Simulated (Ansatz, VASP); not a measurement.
**One calculation of HfB2, two programs**

```
Hf B
1.0
     3.14000    0.00000    0.00000
    -1.57000    2.71932    0.00000
     0.00000    0.00000    3.48000
Hf B
1 2
Cartesian
  0.0000 0.0000 0.0000
  0.0000 1.8129 1.7400
  1.5700 0.9064 1.7400
```

Alike in both runs: task electric field gradients; functional PBEsol; k mesh 13 × 13 × 11; occupations fermi-dirac, width 0.05 eV; no spin polarisation.

|  | VASP | Ansatz |
| --- | --- | --- |
| version | VASP 6.6.1 | Ansatz 0.2.0 |
| potentials or method | VASP PAW PBE potentials, release 64 (Hf_pv, B) | PAW with Ansatz's default frozen-core files, scalar-relativistic |
| plane-wave cutoff (eV) | 520 | 420 |
| valence electrons in the cell | 16 | 32 |

Ansatz gave:

```
pressure (GPa)                                                : -4.4
traceless stress, the component that is largest in VASP (GPa) : -0.94
size of Vzz on the site where it differs most (V/Å²)          : 108.1
```

Q: What did VASP give for the same quantities?

A: Pressure (GPa): -4.5; traceless stress, the component that is largest in VASP (GPa): -0.77; size of Vzz on the site where it differs most (V/Å²): 80.1.

VASP's potentials were made for PBE, not for PBEsol. VASP's potentials hold 16 valence electrons a cell and Ansatz's 32, so a difference there can come from the potentials and not from the codes.

Neither program's run includes spin-orbit coupling.
